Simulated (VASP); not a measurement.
# Re (Fm-3m) in VASP: a series of runs

Re is run at these levels: PBEsol; tasks: single point.

Program: VASP 6.6.1. These are calculated values, not measurements. Logs are shortened: lines on timing, memory, paths and dates and some standing lists are left out, and cuts for length are marked.

**1. The cell of the first run**

It takes space group Fm-3m (No. 225, cubic). Conventional cell: a = 3.774 Å, b = 3.774 Å, c = 3.774 Å, α = 90.00°, β = 90.00°, γ = 90.00°. Re (site symmetry m-3m) has 12 Re at 2.67 Å within 3.5 Å.

**2. Single point, PBEsol (volume scaled by 0.92)**

The input, INCAR:

```
SYSTEM = Re
ALGO = Normal
EDIFF = 1E-6
ENCUT = 520
GGA = PS
ISIF = 2
ISMEAR = -1
LASPH = .TRUE.
LCHARG = .TRUE.
LELF = .TRUE.
LREAL = .FALSE.
LVHAR = .TRUE.
LWAVE = .FALSE.
NBANDS = 10
NELM = 80
PREC = Accurate
SIGMA = 0.05
```

The input, KPOINTS:

```
k-points
0
G
  17 17 17
  0 0 0
```

The input, POSCAR:

```
Re
1.0
    0.0000000000      1.8868122686      1.8868122686
    1.8868122686      0.0000000000      1.8868122686
    1.8868122686      1.8868122686      0.0000000000
Re
1
Direct
    0.0000000000      0.0000000000      0.0000000000
```

Potentials or basis: VASP PAW PBE potentials, release 64 (Re).

On the command line:

```bash
$ cat potpaw_PBE.64/Re/POTCAR > POTCAR
$ mpirun -np 1 vasp_std > vasp.out
```

OUTCAR:

```text
SYSTEM = Re
   EDIFF = 1E-6
   ENCUT = 520
   GGA = PS
   ISIF = 2
   ISMEAR = -1
   LASPH = .TRUE.
   LREAL = .FALSE.
   NELM = 80
   PREC = Accurate

 ion  position               nearest neighbor table
   1  0.000  0.000  0.000-

  LATTYP: Found a face centered cubic cell.
 ALAT       =     3.7736245372

  Lattice vectors:

 A1 = (   0.0000000000,   1.8868122686,   1.8868122686)
 A2 = (   1.8868122686,   0.0000000000,   1.8868122686)
 A3 = (   1.8868122686,   1.8868122686,   0.0000000000)

Analysis of symmetry for initial positions (statically):
=====================================================================
 Subroutine PRICEL returns:
 Original cell was already a primitive cell.

 Routine SETGRP: Setting up the symmetry group for a
 face centered cubic supercell.

 Subroutine GETGRP returns: Found 48 space group operations
 (whereof 48 operations were pure point group operations)
 out of a pool of 48 trial point group operations.

The static configuration has the point symmetry O_h .

Analysis of symmetry for dynamics (positions and initial velocities):
=====================================================================
 Subroutine PRICEL returns:
 Original cell was already a primitive cell.

 Routine SETGRP: Setting up the symmetry group for a
 face centered cubic supercell.

 Subroutine GETGRP returns: Found 48 space group operations
 (whereof 48 operations were pure point group operations)
 out of a pool of 48 trial point group operations.

The dynamic configuration has the point symmetry O_h .

 Subroutine INISYM returns: Found 48 space group operations
 (whereof 48 operations are pure point group operations),
 and found     1 'primitive' translations

----------------------------------------------------------------------------------------

                                     Primitive cell

  volume of cell :      13.4343

  direct lattice vectors                    reciprocal lattice vectors
     0.000000000  1.886812269  1.886812269    -0.264997217  0.264997217  0.264997217
     1.886812269  0.000000000  1.886812269     0.264997217 -0.264997217  0.264997217
     1.886812269  1.886812269  0.000000000     0.264997217  0.264997217 -0.264997217

  length of vectors
     2.668355500  2.668355500  2.668355500     0.458988644  0.458988644  0.458988644

  position of ions in fractional coordinates (direct lattice)
     0.000000000  0.000000000  0.000000000

  ion indices of the primitive-cell ions
   primitive index   ion index
                 1           1

----------------------------------------------------------------------------------------

 KPOINTS: k-points

Automatic generation of k-mesh.
 Grid dimensions read from file:
 generate k-points for:   17   17   17

 Generating k-lattice:

  Cartesian coordinates                     Fractional coordinates (reciprocal lattice)
    -0.015588072  0.015588072  0.015588072     0.058823529  0.000000000  0.000000000
     0.015588072 -0.015588072  0.015588072     0.000000000  0.058823529  0.000000000
     0.015588072  0.015588072 -0.015588072     0.000000000  0.000000000  0.058823529

  Length of vectors
     0.026999332  0.026999332  0.026999332

  Shift w.r.t. Gamma in fractional coordinates (k-lattice)
     0.000000000  0.000000000  0.000000000

 Subroutine IBZKPT returns following result:
 ===========================================

 Found    165 irreducible k-points:

 Following reciprocal coordinates:
            Coordinates               Weight
  0.000000  0.000000  0.000000      1.000000
  0.058824  0.000000  0.000000      8.000000
  0.117647  0.000000  0.000000      8.000000
  0.176471  0.000000  0.000000      8.000000
  0.235294  0.000000  0.000000      8.000000
  0.294118  0.000000  0.000000      8.000000
[... 16 lines left out ...]
 -0.176471  0.058824  0.000000     24.000000
 -0.117647  0.058824  0.000000     24.000000
 [... further k-points ...]
   k-points           NKPTS =    165   k-points in BZ     NKDIM =    165   number of bands    NBANDS=     10
   number of dos      NEDOS =    301   number of ions     NIONS =      1
   total plane-waves  NPLWV =   8000
   dimension x,y,z NGX =    20 NGY =   20 NGZ =   20
   dimension x,y,z NGXF=    40 NGYF=   40 NGZF=   40
   ions per type =               1
   NGX,Y,Z   is equivalent  to a cutoff of  12.46, 12.46, 12.46 a.u.
   NGXF,Y,Z  is equivalent  to a cutoff of  24.92, 24.92, 24.92 a.u.
 SYSTEM =  Re
   PREC   = accura    normal or accurate (medium, high low for compatibility)
   ISTART =      0    job   : 0-new  1-cont  2-samecut
   ICHARG =      2    charge: 1-file 2-atom 10-const
   ISPIN  =      1    spin polarized calculation?
   LNONCOLLINEAR =      F non collinear calculations
   LSORBIT =      F    spin-orbit coupling
   LASPH  =      T    aspherical Exc in radial PAW
   ENCUT  =  520.0 eV  38.22 Ry    6.18 a.u.   4.96  4.96  4.96*2*pi/ulx,y,z
   NELM   =     80;   NELMIN=  2; NELMDL= -5     # of ELM steps
   EDIFF  = 0.1E-05   stopping-criterion for ELM
   LREAL  =      F    real-space projection
   EDIFFG = 0.1E-04   stopping-criterion for IOM
   NSW    =      0    number of steps for IOM
   IBRION =     -1    ionic relax: 0-MD 1-quasi-New 2-CG
   NFREE  =      0    steps in history (QN), initial steepest desc. (CG)
   ISIF   =      2    stress and relaxation
   ISYM   =      2    0-nonsym 1-usesym 2-fastsym
   POTIM  = 0.5000    time-step for ionic-motion
   TEBEG  =    0.0;   TEEND  =   0.0 temperature during run
   PSTRESS=    0.0 pullay stress
   NELECT =       7.0000    total number of electrons
   NUPDOWN=      -1.0000    fix difference up-down
   EMIN   =  10.00;   EMAX   =-10.00  energy-range for DOS
   EFERMI =   0.00;   METHOD = LEGACY
   ISMEAR =    -1;   SIGMA  =   0.05  broadening in eV -4-tet -1-fermi 0-gaus
   EFERMI_NEDOS =   21; number of points for ismear=-14 and -15
   IALGO  =     38    algorithm
   IMIX   =      4    mixing-type and parameters
     AMIX     =   0.40;   BMIX     =  1.00
     AMIX_MAG =   1.60;   BMIX_MAG =  1.00
  volume/ion in A,a.u.               =      13.43        90.66
  Fermi-wavevector in a.u.,A,eV,Ry     =   1.317353  2.489436 23.611807  1.735419
  Thomas-Fermi vector in A             =   2.447400
   LORBIT       =      0    0 simple, 1 ext, 2 COOP (PROOUT), +10 PAW based schemes
   GGA     = PS    functional components
   LHFCALC =     F    Hartree Fock is set to
   AEXX    =    0.0000 exact exchange contribution
   IVDW    =     0    specifies the selected vdW correction
   LEPSILON=     F    determine dielectric tensor
   LRPA    =     F    only Hartree local field effects (RPA)
 non-spin polarized calculation
  energy-cutoff  :      520.00
  volume of cell :       13.43
 maximum number of plane-waves:       373
   NGX =  9   NGY =  9   NGZ =  9

 number of electron       6.9999999 magnetization

 Free energy of the ion-electron system (eV)
  ---------------------------------------------------
  ext. energy  EPLUGINS =         0.00000000
  ---------------------------------------------------
  free energy    TOTEN  =       -13.16851459 eV

  energy without entropy =      -13.16156793  energy(sigma->0) =      -13.16504126

 E-fermi :   9.2101     XC(G=0): -14.3218

 val. band max:        9.1777159915   @ k =  -0.2941   0.2941   0.1176
 cond. band min:       9.2103596980   @ k =   0.1765   0.1176   0.0000
 fundamental gap:      0.0326437066
 Fermi energy:         9.2100640857

 k-point     1 :       0.0000    0.0000    0.0000
  band No.  band energies     occupation
      1      -1.6407      2.00000
      2       6.9773      2.00000
      3       6.9773      2.00000
      4       6.9773      2.00000
      5      10.6396      0.00000
      6      10.6396      0.00000
      7      23.1830      0.00000
      8      29.3597      0.00000
      9      29.3597      0.00000
     10      29.3597      0.00000

 k-point     2 :       0.0588    0.0000    0.0000
  band No.  band energies     occupation
      1      -1.4604      2.00000
      2       6.8495      2.00000
      3       7.0636      2.00000
      4       7.0636      2.00000
      5      10.5636      0.00000
      6      10.5636      0.00000
      7      23.5411      0.00000
      8      28.4700      0.00000
      9      29.6959      0.00000
     10      29.6959      0.00000

 k-point     3 :       0.1176    0.0000    0.0000
  band No.  band energies     occupation
      1      -0.9453      2.00000
      2       6.5322      2.00000
      3       7.2841      2.00000
      4       7.2841      2.00000
      5      10.4007      0.00000
      6      10.4007      0.00000
      7      24.4838      0.00000
      8      26.9740      0.00000
      9      30.6674      0.00000
     10      30.6674      0.00000

 k-point     4 :       0.1765    0.0000    0.0000
  band No.  band energies     occupation
      1      -0.1828      2.00000
      2       6.1957      2.00000
      3       7.5048      2.00000
      4       7.5048      2.00000
      5      10.3439      0.00000
      6      10.3439      0.00000
      7      24.8311      0.00000
      8      26.5722      0.00000
      9      32.1812      0.00000
     10      32.1812      0.00000

 k-point     5 :       0.2353    0.0000    0.0000
  band No.  band energies     occupation
      1       0.6470      2.00000
      2       6.0812      2.00000
      3       7.5339      2.00000
      4       7.5339      2.00000
      5      10.6371      0.00000
      6      10.6371      0.00000
      7      23.7017      0.00000
      8      27.7794      0.00000
      9      34.1134      0.00000
     10      34.1711      0.00000

 k-point     6 :       0.2941    0.0000    0.0000
  band No.  band energies     occupation
      1       1.2751      2.00000
      2       6.4599      2.00000
      3       7.3452      2.00000
      4       7.3452      2.00000
      5      11.3175      0.00000
      6      11.3175      0.00000
      7      22.6178      0.00000
      8      27.7458      0.00000
      9      34.9133      0.00000
     10      35.8160      0.00000

 k-point     7 :       0.3529    0.0000    0.0000
  band No.  band energies     occupation
      1       1.5487      2.00000
      2       7.0812      2.00000
      3       7.0812      2.00000
      4       7.4066      2.00000
      5      12.1916      0.00000
      6      12.1916      0.00000
      7      21.7459      0.00000
      8      25.9594      0.00000
      9      33.4455      0.00000
     10      33.4455      0.00000

 k-point     8 :       0.4118    0.0000    0.0000
  band No.  band energies     occupation
      1       1.5892      2.00000
      2       6.8581      2.00000
      3       6.8581      2.00000
      4       8.5981      1.99999
      5      13.0131      0.00000
      6      13.0131      0.00000
      7      21.0809      0.00000
      8      24.0073      0.00000
      9      31.5804      0.00000
     10      31.5804      0.00000

 k-point     9 :       0.4706    0.0000    0.0000
  band No.  band energies     occupation
      1       1.5680      2.00000
      2       6.7348      2.00000
      3       6.7348      2.00000
      4       9.4681      0.01142
      5      13.5233      0.00000
      6      13.5233      0.00000
      7      20.6366      0.00000
      8      22.8451      0.00000
      9      30.5489      0.00000
     10      30.5489      0.00000
[... 118 lines left out ...]
 k-point    19 :      -0.4118    0.0588    0.0000
  band No.  band energies     occupation
      1       1.7467      2.00000
      2       6.6334      2.00000
      3       6.9172      2.00000
      4       8.6575      1.99997
      5      12.8932      0.00000
      6      13.9158      0.00000
      7      20.9195      0.00000
      8      23.7286      0.00000
      9      30.5063      0.00000
     10      31.6253      0.00000

 k-point    20 :      -0.3529    0.0588    0.0000
  band No.  band energies     occupation
      1       1.7450      2.00000
      2       6.8628      2.00000
      3       7.0975      2.00000
      4       7.5551      2.00000
      5      11.9855      0.00000
      6      13.2625      0.00000
      7      21.7095      0.00000
      8      25.3100      0.00000
      9      31.6217      0.00000
     10      33.5558      0.00000

 k-point    21 :      -0.2941    0.0588    0.0000
  band No.  band energies     occupation
      1       1.5702      2.00000
      2       6.5157      2.00000
      3       7.1606      2.00000
      4       7.3626      2.00000
      5      11.0124      0.00000
      6      12.3869      0.00000
      7      22.5910      0.00000
      8      27.2902      0.00000
      9      33.0276      0.00000
     10      34.6775      0.00000

 k-point    22 :      -0.2353    0.0588    0.0000
  band No.  band energies     occupation
      1       1.0489      2.00000
      2       5.9725      2.00000
      3       7.4397      2.00000
      4       7.6169      2.00000
      5      10.2068      0.00000
      6      11.5451      0.00000
      7      23.6211      0.00000
      8      28.1386      0.00000
      9      33.1555      0.00000
     10      34.1277      0.00000

 k-point    23 :      -0.1765    0.0588    0.0000
  band No.  band energies     occupation
      1       0.2473      2.00000
      2       5.9737      2.00000
      3       7.5711      2.00000
      4       7.6664      2.00000
      5       9.8251      0.00001
      6      10.9527      0.00000
      7      24.7840      0.00000
      8      27.0753      0.00000
      9      31.7210      0.00000
     10      33.7242      0.00000

 k-point    24 :      -0.1176    0.0588    0.0000
  band No.  band energies     occupation
      1      -0.5619      2.00000
      2       6.2733      2.00000
      3       7.4417      2.00000
      4       7.4739      2.00000
      5       9.9395      0.00000
      6      10.6996      0.00000
      7      25.1411      0.00000
      8      26.5539      0.00000
      9      30.4283      0.00000
     10      31.8843      0.00000

 [... further k-points ...]
[... 5 lines left out ...]
  --------------------------------------------------------------------------------------
  -------------------------------------------------------------------------------------
  Total        3.3509191      3.3509191      3.3509191      0.0000000      0.0000000     -0.0000000
  in kB      399.6303440    399.6303440    399.6303440      0.0000000      0.0000000     -0.0000000
  external PRESSURE =     399.6303440 kB  Pullay stress =       0.0000000 kB

 VOLUME and BASIS-vectors are now :
 -----------------------------------------------------------------------------
  energy-cutoff  :      520.00
  volume of cell :       13.43
      direct lattice vectors                 reciprocal lattice vectors
     0.000000000  1.886812269  1.886812269    -0.264997217  0.264997217  0.264997217
     1.886812269  0.000000000  1.886812269     0.264997217 -0.264997217  0.264997217
     1.886812269  1.886812269  0.000000000     0.264997217  0.264997217 -0.264997217

 POSITION                                       TOTAL-FORCE (eV/Angst)
 -----------------------------------------------------------------------------------
      0.00000      0.00000      0.00000         0.000000      0.000000      0.000000
 -----------------------------------------------------------------------------------
    total drift:                               -0.000000     -0.000000     -0.000000

  FREE ENERGIE OF THE ION-ELECTRON SYSTEM (eV)
  ---------------------------------------------------
  free  energy   TOTEN  =       -13.1685145858 eV

  energy  without entropy=      -13.1615679257  energy(sigma->0) =      -13.16504126
```

Wall time 29 s (1 thread of AMD EPYC 7R13 (Zen 3), shared host); peak memory 0.11 GiB.

Results:

```
Free energy : -13.1685 eV
Pressure    : 40.0 GPa
```

Levels at points of the mesh, in eV from the Fermi level:
```
           k point  band 2  band 3  band 4  band 5  band 6  band 7
(0.00, 0.00, 0.00)   -2.23   -2.23   -2.23    1.43    1.43   13.97
```

Caveat: the PAW data sets were made with another functional, which shifts forces and pressure a little; spin-orbit coupling is left out, which moves the levels of the heavy elements.

[end of part 1 of 2]
